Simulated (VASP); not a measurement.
Wanted: the native input for a VASP 6.6.1 run.

* Task: relaxation of cell and atoms
* Functional: LDA
* Potentials or basis: VASP PAW LDA potentials, release 64 (Si, C)
* Cutoff: 600 eV
* k mesh: 10 × 10 × 10
* Occupations: fermi-dirac, width 0.02 eV
* Spin: no spin polarisation
* Dipole correction: no
* Further INCAR settings: ALGO = Normal; EDIFF = 1e-06; IBRION = 2; EDIFFG = -0.005; NSW = 80; ISIF = 3

The structure of SiC lies in POSCAR:

```
SiC
1.0
    0.0000000000      2.1897788165      2.1897788165
    2.1897788165      0.0000000000      2.1897788165
    2.1897788165      2.1897788165      0.0000000000
Si C
1 1
Direct
    0.0000000000      0.0000000000      0.0000000000
    0.2500000000      0.2500000000      0.2500000000
```

These files were run (other wordings do the same):

INCAR

```
SYSTEM = SiC
PREC     = Accurate       ! precision mode
ENCUT    = 600            ! plane-wave cutoff, eV
EDIFF    = 1E-6           ! SCF threshold, eV
ISMEAR   = -1             ! smearing method
SIGMA    = 0.02           ! smearing width, eV
LREAL    = .FALSE.        ! projectors in reciprocal space
LASPH    = .TRUE.         ! aspherical terms in the spheres
NELM     = 60             ! most SCF steps
ALGO     = Normal         ! electronic algorithm
ISIF     = 3              ! what is computed and relaxed
LWAVE    = .FALSE.        ! write WAVECAR
LCHARG   = .FALSE.        ! write CHGCAR
GGA      = CA             ! functional
IBRION   = 2              ! ionic algorithm
NSW      = 80             ! ionic steps
EDIFFG   = -0.005         ! ionic threshold
```

KPOINTS

```
regular mesh
0
G
  10 10 10
  0 0 0
```

Potentials or basis: VASP PAW LDA potentials, release 64 (Si, C).

Run with:

```bash
$ cat potpaw_LDA.64/Si/POTCAR potpaw_LDA.64/C/POTCAR > POTCAR
$ mpirun -np 1 vasp_std > vasp.out
```

Results of the run:

```
Relaxed volume                         : 10.15 Å³/atom
Relaxed cell                           : a = 3.062 Å, b = 3.062 Å, c = 3.062 Å, α = 60.00°, β = 60.00°, γ = 60.00°
Space group after relaxing (to 0.05 Å) : F-43m (No. 216)
Energy gained by relaxing              : 8.1 meV/atom
Ionic steps                            : 3
Pressure after relaxing                : -0.1 GPa
Band gap on the k mesh                 : 1.29 eV, indirect (least direct gap 4.52 eV)
```

Wall time 42 s on 1 thread of AMD EPYC 7R13, with other jobs on the host, peak memory 0.11 GiB.
